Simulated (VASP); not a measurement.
# Bi (Pm-3m) in VASP: a series of runs

Runs on Bi. Level: PBE. Tasks: single point, relaxation of cell and atoms.

Everything below comes from runs of VASP 6.6.1. Logs are shortened: lines on timing, memory, paths and dates and some standing lists are left out, and cuts for length are marked.

## (1) The cell of the first run

It takes space group Pm-3m (No. 221, cubic). The conventional cell has a = 4.807 Å, b = 4.807 Å, c = 4.807 Å, α = 90.00°, β = 90.00°, γ = 90.00°. Within 4.5 Å of Bi (site symmetry 4/mmm) lie 8 Bi at 3.40 Å.

## (2) Single point, PBE

File INCAR:

```
SYSTEM = Bi
PREC = Accurate
ENCUT = 520
EDIFF = 1E-6
ISMEAR = 0
SIGMA = 0.1
LREAL = .False.
LASPH = .True.
NELM = 100
ALGO = Normal
ISIF = 2
LWAVE = .False.
LCHARG = .True.
GGA = PE
LELF = .True.
LVHAR = .True.
NBANDS = 30
```

File KPOINTS:

```
regular mesh
0
Gamma
  4 4 4
  0 0 0
```

File POSCAR:

```
Bi
1.0
    4.8066129648      0.0000000000      0.0000000000
    0.0000000000      4.8066129648      0.0000000000
    0.0000000000      0.0000000000      4.8066129648
Bi
3
Direct
    0.0000000000      0.5000000000      0.5000000000
    0.5000000000      0.0000000000      0.5000000000
    0.5000000000      0.5000000000      0.0000000000
```

Potentials or basis: VASP PAW PBE potentials, release 64 (Bi_d).

Run with:

```sh
$ cat potpaw_PBE.64/Bi_d/POTCAR > POTCAR
$ mpirun -np 1 vasp_std > vasp.out
```

OUTCAR:

```text
SYSTEM = Bi
   PREC = Accurate
   ENCUT = 520
   EDIFF = 1E-6
   ISMEAR = 0
   LREAL = .False.
   LASPH = .True.
   NELM = 100
   ISIF = 2
   GGA = PE

 ion  position               nearest neighbor table
   1  0.000  0.500  0.500-   2 3.40   3 3.40   3 3.40   2 3.40   2 3.40   3 3.40   3 3.40   2 3.40

   2  0.500  0.000  0.500-   1 3.40   3 3.40   3 3.40   1 3.40   3 3.40   3 3.40   1 3.40   1 3.40

   3  0.500  0.500  0.000-   1 3.40   2 3.40   1 3.40   2 3.40   2 3.40   2 3.40   1 3.40   1 3.40

  LATTYP: Found a simple cubic cell.
 ALAT       =     4.8066129648

  Lattice vectors:

 A1 = (   4.8066129648,   0.0000000000,   0.0000000000)
 A2 = (   0.0000000000,   4.8066129648,   0.0000000000)
 A3 = (   0.0000000000,   0.0000000000,   4.8066129648)

Analysis of symmetry for initial positions (statically):
=====================================================================
 Subroutine PRICEL returns:
 Original cell was already a primitive cell.

 Routine SETGRP: Setting up the symmetry group for a
 simple cubic supercell.

 Subroutine GETGRP returns: Found 48 space group operations
 (whereof 48 operations were pure point group operations)
 out of a pool of 48 trial point group operations.

The static configuration has the point symmetry O_h .

Analysis of symmetry for dynamics (positions and initial velocities):
=====================================================================
 Subroutine PRICEL returns:
 Original cell was already a primitive cell.

 Routine SETGRP: Setting up the symmetry group for a
 simple cubic supercell.

 Subroutine GETGRP returns: Found 48 space group operations
 (whereof 48 operations were pure point group operations)
 out of a pool of 48 trial point group operations.

The dynamic configuration has the point symmetry O_h .

 Subroutine INISYM returns: Found 48 space group operations
 (whereof 48 operations are pure point group operations),
 and found     1 'primitive' translations

----------------------------------------------------------------------------------------

                                     Primitive cell

  volume of cell :     111.0497

  direct lattice vectors                    reciprocal lattice vectors
     4.806612965  0.000000000  0.000000000     0.208046707  0.000000000  0.000000000
     0.000000000  4.806612965  0.000000000     0.000000000  0.208046707  0.000000000
     0.000000000  0.000000000  4.806612965     0.000000000  0.000000000  0.208046707

  length of vectors
     4.806612965  4.806612965  4.806612965     0.208046707  0.208046707  0.208046707

  position of ions in fractional coordinates (direct lattice)
     0.000000000  0.500000000  0.500000000
     0.500000000  0.000000000  0.500000000
     0.500000000  0.500000000  0.000000000

  ion indices of the primitive-cell ions
   primitive index   ion index
                 1           1
                 2           2
                 3           3

----------------------------------------------------------------------------------------

 KPOINTS: regular mesh

Automatic generation of k-mesh.
 Grid dimensions read from file:
 generate k-points for:    4    4    4

 Generating k-lattice:

  Cartesian coordinates                     Fractional coordinates (reciprocal lattice)
     0.052011677  0.000000000  0.000000000     0.250000000  0.000000000  0.000000000
     0.000000000  0.052011677  0.000000000     0.000000000  0.250000000  0.000000000
     0.000000000  0.000000000  0.052011677     0.000000000  0.000000000  0.250000000

  Length of vectors
     0.052011677  0.052011677  0.052011677

  Shift w.r.t. Gamma in fractional coordinates (k-lattice)
     0.000000000  0.000000000  0.000000000

 Subroutine IBZKPT returns following result:
 ===========================================

 Found     10 irreducible k-points:

 Following reciprocal coordinates:
            Coordinates               Weight
  0.000000  0.000000  0.000000      1.000000
  0.250000  0.000000  0.000000      6.000000
  0.500000  0.000000  0.000000      3.000000
  0.250000  0.250000  0.000000     12.000000
  0.500000  0.250000  0.000000     12.000000
  0.500000  0.500000  0.000000      3.000000
  0.250000  0.250000  0.250000      8.000000
  0.500000  0.250000  0.250000     12.000000
  0.500000  0.500000  0.250000      6.000000
  0.500000  0.500000  0.500000      1.000000
   k-points           NKPTS =     10   k-points in BZ     NKDIM =     10   number of bands    NBANDS=     30
   number of dos      NEDOS =    301   number of ions     NIONS =      3
   total plane-waves  NPLWV =  46656
   dimension x,y,z NGX =    36 NGY =   36 NGZ =   36
   dimension x,y,z NGXF=    72 NGYF=   72 NGZF=   72
   ions per type =               3
   NGX,Y,Z   is equivalent  to a cutoff of  12.45, 12.45, 12.45 a.u.
   NGXF,Y,Z  is equivalent  to a cutoff of  24.90, 24.90, 24.90 a.u.
 SYSTEM =  Bi
   PREC   = accura    normal or accurate (medium, high low for compatibility)
   ISTART =      0    job   : 0-new  1-cont  2-samecut
   ICHARG =      2    charge: 1-file 2-atom 10-const
   ISPIN  =      1    spin polarized calculation?
   LNONCOLLINEAR =      F non collinear calculations
   LSORBIT =      F    spin-orbit coupling
   LASPH  =      T    aspherical Exc in radial PAW
   ENCUT  =  520.0 eV  38.22 Ry    6.18 a.u.   8.94  8.94  8.94*2*pi/ulx,y,z
   NELM   =    100;   NELMIN=  2; NELMDL= -5     # of ELM steps
   EDIFF  = 0.1E-05   stopping-criterion for ELM
   LREAL  =      F    real-space projection
   EDIFFG = 0.1E-04   stopping-criterion for IOM
   NSW    =      0    number of steps for IOM
   IBRION =     -1    ionic relax: 0-MD 1-quasi-New 2-CG
   NFREE  =      0    steps in history (QN), initial steepest desc. (CG)
   ISIF   =      2    stress and relaxation
   ISYM   =      2    0-nonsym 1-usesym 2-fastsym
   POTIM  = 0.5000    time-step for ionic-motion
   TEBEG  =    0.0;   TEEND  =   0.0 temperature during run
   PSTRESS=    0.0 pullay stress
   NELECT =      45.0000    total number of electrons
   NUPDOWN=      -1.0000    fix difference up-down
   EMIN   =  10.00;   EMAX   =-10.00  energy-range for DOS
   EFERMI =   0.00;   METHOD = LEGACY
   ISMEAR =     0;   SIGMA  =   0.10  broadening in eV -4-tet -1-fermi 0-gaus
   EFERMI_NEDOS =   21; number of points for ismear=-14 and -15
   IALGO  =     38    algorithm
   IMIX   =      4    mixing-type and parameters
     AMIX     =   0.40;   BMIX     =  1.00
     AMIX_MAG =   1.60;   BMIX_MAG =  1.00
  volume/ion in A,a.u.               =      37.02       249.80
  Fermi-wavevector in a.u.,A,eV,Ry     =   1.211453  2.289314 19.968155  1.467618
  Thomas-Fermi vector in A             =   2.346968
   LORBIT       =      0    0 simple, 1 ext, 2 COOP (PROOUT), +10 PAW based schemes
   GGA     = PE    functional components
   LHFCALC =     F    Hartree Fock is set to
   AEXX    =    0.0000 exact exchange contribution
   IVDW    =     0    specifies the selected vdW correction
   LEPSILON=     F    determine dielectric tensor
   LRPA    =     F    only Hartree local field effects (RPA)
 non-spin polarized calculation
 Gauss-broadening in eV      SIGMA  =   0.10
  energy-cutoff  :      520.00
  volume of cell :      111.05
 maximum number of plane-waves:      3016
 NGX is ok and might be reduce to    36
   NGX = 17   NGY = 17   NGZ = 17

 number of electron      45.0000040 magnetization

 Free energy of the ion-electron system (eV)
  ---------------------------------------------------
  ext. energy  EPLUGINS =         0.00000000
  ---------------------------------------------------
  free energy    TOTEN  =       -11.12082923 eV

  energy without entropy =      -11.10505478  energy(sigma->0) =      -11.11294200

 E-fermi :   5.9881     XC(G=0):  -9.2624

 val. band max:        5.9805960976   @ k =   0.2500   0.2500   0.2500
 cond. band min:       6.1277171068   @ k =   0.5000   0.2500   0.0000
 fundamental gap:      0.1471210093
 Fermi energy:         5.9880914183

 k-point     1 :       0.0000    0.0000    0.0000
  band No.  band energies     occupation
      1     -17.1274      2.00000
      2     -17.1274      2.00000
      3     -17.1274      2.00000
      4     -17.1079      2.00000
      5     -16.9966      2.00000
      6     -16.9966      2.00000
[... 22 lines left out ...]
     29      12.0497      0.00000
     30      12.0497      0.00000

 k-point     2 :       0.2500    0.0000    0.0000
  band No.  band energies     occupation
      1     -17.1237      2.00000
      2     -17.0865      2.00000
      3     -17.0865      2.00000
      4     -17.0839      2.00000
      5     -16.9944      2.00000
      6     -16.9752      2.00000
[... 22 lines left out ...]
     29      12.4528      0.00000
     30      13.0645      0.00000

 k-point     3 :       0.5000    0.0000    0.0000
  band No.  band energies     occupation
      1     -17.1198      2.00000
      2     -17.0471      2.00000
      3     -16.9919      2.00000
      4     -16.9919      2.00000
      5     -16.9914      2.00000
      6     -16.9812      2.00000
[... 22 lines left out ...]
     29      12.2708      0.00000
     30      13.4965      0.00000

 k-point     4 :       0.2500    0.2500    0.0000
  band No.  band energies     occupation
      1     -17.0922      2.00000
      2     -17.0819      2.00000
      3     -17.0745      2.00000
      4     -17.0496      2.00000
      5     -16.9892      2.00000
      6     -16.9593      2.00000
[... 154 lines left out ...]
     29      12.8829      0.00000
     30      13.7526      0.00000

 k-point     9 :       0.5000    0.5000    0.2500
  band No.  band energies     occupation
      1     -17.0533      2.00000
      2     -17.0533      2.00000
      3     -17.0462      2.00000
      4     -17.0217      2.00000
      5     -17.0217      2.00000
      6     -17.0070      2.00000
[... 22 lines left out ...]
     29      14.5537      0.00000
     30      14.5860      0.00000

 k-point    10 :       0.5000    0.5000    0.5000
  band No.  band energies     occupation
      1     -17.0636      2.00000
      2     -17.0636      2.00000
      3     -17.0636      2.00000
      4     -17.0352      2.00000
      5     -17.0352      2.00000
      6     -17.0352      2.00000
[... 22 lines left out ...]
     29      15.1765      0.00000
     30      15.1778      0.00000

------------------------ aborting loop because EDIFF is reached ----------------------------------------

  FORCE on cell =-STRESS in cart. coord.  units (eV):
  Direction    XX          YY          ZZ          XY          YZ          ZX
  --------------------------------------------------------------------------------------
  -------------------------------------------------------------------------------------
  Total       -0.0775671     -0.0775671     -0.0775671      0.0000000      0.0000000     -0.0000000
  in kB       -1.1191039     -1.1191039     -1.1191039      0.0000000      0.0000000     -0.0000000
  external PRESSURE =      -1.1191039 kB  Pullay stress =       0.0000000 kB

 VOLUME and BASIS-vectors are now :
 -----------------------------------------------------------------------------
  energy-cutoff  :      520.00
  volume of cell :      111.05
      direct lattice vectors                 reciprocal lattice vectors
     4.806612965  0.000000000  0.000000000     0.208046707  0.000000000  0.000000000
     0.000000000  4.806612965  0.000000000     0.000000000  0.208046707  0.000000000
     0.000000000  0.000000000  4.806612965     0.000000000  0.000000000  0.208046707

 POSITION                                       TOTAL-FORCE (eV/Angst)
 -----------------------------------------------------------------------------------
      0.00000      2.40331      2.40331         0.000000      0.000000      0.000000
      2.40331      0.00000      2.40331         0.000000      0.000000      0.000000
      2.40331      2.40331      0.00000         0.000000      0.000000      0.000000
 -----------------------------------------------------------------------------------
    total drift:                                0.000000      0.000000      0.000000

  FREE ENERGIE OF THE ION-ELECTRON SYSTEM (eV)
  ---------------------------------------------------
  free  energy   TOTEN  =       -11.1208292281 eV

  energy  without entropy=      -11.1050547775  energy(sigma->0) =      -11.11294200
```

It took 31 s on 1 thread of AMD EPYC 7R43 (Zen 3), shared host; peak memory 0.17 GiB.

What came out:

```yaml
Free_energy: -11.1208 eV
Pressure: -0.1 GPa
```

Caveat: spin-orbit coupling is left out, which moves the levels of the heavy elements.

## (3) Single point, PBE

This run uses another cell than the first one, of 38.71 Å³/atom, 1.046 times its volume.

File INCAR:

```
  PREC = Accurate
  ENCUT = 520
  EDIFF = 1E-6
  ISMEAR = 0
  SIGMA = 0.1
  LREAL = False
  LASPH = True
  NELM = 100
  ALGO = Fast
  ISIF = 2
  LWAVE = False
  LCHARG = False
  GGA = PE
  NBANDS = 30
```

File KPOINTS:

```
Automatic mesh
0
Gamma
  4 4 4
```

File POSCAR:

```
Bi
1.0
    4.8789911700      0.0000000000      0.0000000000
    0.0000000000      4.8789911700      0.0000000000
    0.0000000000      0.0000000000      4.8789911700
Bi
3
Direct
    0.0000000000      0.5000000000      0.5000000000
    0.5000000000      0.0000000000      0.5000000000
    0.5000000000      0.5000000000      0.0000000000
```

Potentials or basis: VASP PAW PBE potentials, release 64 (Bi_d).

Run with:

```sh
$ cat potpaw_PBE.64/Bi_d/POTCAR > POTCAR
$ mpirun -np 1 vasp_std > vasp.out
```

Wall time 25 s (1 thread of AMD EPYC 7R43 (Zen 3), shared host); peak memory 0.16 GiB.

Results (log left out):

* Free energy: -11.0903 eV
* Pressure: -1.8 GPa

Levels at points of the mesh, in eV from the Fermi level:
| k point | band 20 | band 21 | band 22 | band 23 | band 24 | band 25 |
| --- | --- | --- | --- | --- | --- | --- |
| (0.00, 0.00, 0.00) | -3.39 | -3.39 | 1.20 | 1.20 | 1.20 | 2.24 |
| (0.50, 0.00, 0.00) | -2.42 | -1.03 | -0.53 | -0.53 | -0.40 | -0.19 |
| (0.50, 0.50, 0.00) | -2.66 | -0.86 | -0.40 | -0.40 | -0.32 | -0.32 |
| (0.50, 0.50, 0.50) | -3.52 | -3.52 | -3.52 | 2.45 | 3.93 | 3.93 |

Caveat: spin-orbit coupling is left out, which moves the levels of the heavy elements.

## (4) Relaxation of cell and atoms, PBE

This run uses another cell than the first one, of 38.71 Å³/atom, 1.046 times its volume.

File INCAR:

```
SYSTEM = Bi
PREC     = Accurate       ! precision mode
ENCUT    = 600            ! plane-wave cutoff, eV
EDIFF    = 1E-6           ! SCF threshold, eV
ISMEAR   = 0              ! smearing method
SIGMA    = 0.1            ! smearing width, eV
LREAL    = .FALSE.        ! projectors in reciprocal space
LASPH    = .TRUE.         ! aspherical terms in the spheres
NELM     = 60             ! most SCF steps
ALGO     = Normal         ! electronic algorithm
ISIF     = 3              ! what is computed and relaxed
LWAVE    = .FALSE.        ! write WAVECAR
LCHARG   = .FALSE.        ! write CHGCAR
GGA      = PE             ! functional
IBRION   = 2              ! ionic algorithm
NSW      = 90             ! ionic steps
EDIFFG   = -0.04          ! ionic threshold
```

File KPOINTS:

```
Automatic mesh
0
G
  4 4 4
  0 0 0
```

POSCAR is that of step 3.

Run with:

```sh
$ cat potpaw_PBE.64/Bi_d/POTCAR > POTCAR
$ mpirun -np 1 vasp_std > vasp.out
```

Wall time 69 s (1 thread of AMD EPYC 7R43 (Zen 3), shared host); peak memory 0.21 GiB.

It converged, with:

| Property | Result |
| --- | --- |
| Free energy | -11.1214 eV |
| Relaxed volume | 36.97 Å³/atom |
| Relaxed cell | a = 4.804 Å, b = 4.804 Å, c = 4.804 Å, α = 90.00°, β = 90.00°, γ = 90.00° |
| Space group after relaxing (to 0.05 Å) | Pm-3m (No. 221) |
| Energy gained by relaxing | 10.3 meV/atom |
| Ionic steps | 3 |
| Pressure after relaxing | 0.0 GPa |

Step by step:
```csv
step,energy change (eV),largest force (eV/Å),pressure (GPa),volume (Å³)
1,0.0000,0.0000,-1.81,116.14
2,-0.0261,0.0000,0.82,108.95
3,-0.0310,0.0000,0.00,110.90
```

Final structure:
```cif
data_structure
_symmetry_space_group_name_H-M 'P 1'
_symmetry_Int_Tables_number 1
_cell_length_a 4.8044
_cell_length_b 4.8044
_cell_length_c 4.8044
_cell_angle_alpha 90.000
_cell_angle_beta 90.000
_cell_angle_gamma 90.000
_cell_volume 110.90
loop_
_atom_site_label
_atom_site_type_symbol
_atom_site_fract_x
_atom_site_fract_y
_atom_site_fract_z
_atom_site_occupancy
Bi1 Bi 0.00000 0.50000 0.50000 1
Bi2 Bi 0.50000 0.00000 0.50000 1
Bi3 Bi 0.50000 0.50000 0.00000 1
```

Levels at points of the mesh, in eV from the Fermi level:
| k point | band 20 | band 21 | band 22 | band 23 | band 24 | band 25 |
| --- | --- | --- | --- | --- | --- | --- |
| (0.00, 0.00, 0.00) | -3.60 | -3.60 | 1.24 | 1.24 | 1.24 | 2.10 |
| (0.50, 0.00, 0.00) | -2.57 | -1.05 | -0.61 | -0.61 | -0.41 | -0.26 |
| (0.50, 0.50, 0.00) | -2.75 | -0.94 | -0.41 | -0.41 | -0.37 | -0.37 |
| (0.50, 0.50, 0.50) | -3.75 | -3.75 | -3.75 | 2.29 | 4.14 | 4.14 |

Caveat: spin-orbit coupling is left out, which moves the levels of the heavy elements.

[end of part 1 of 2]
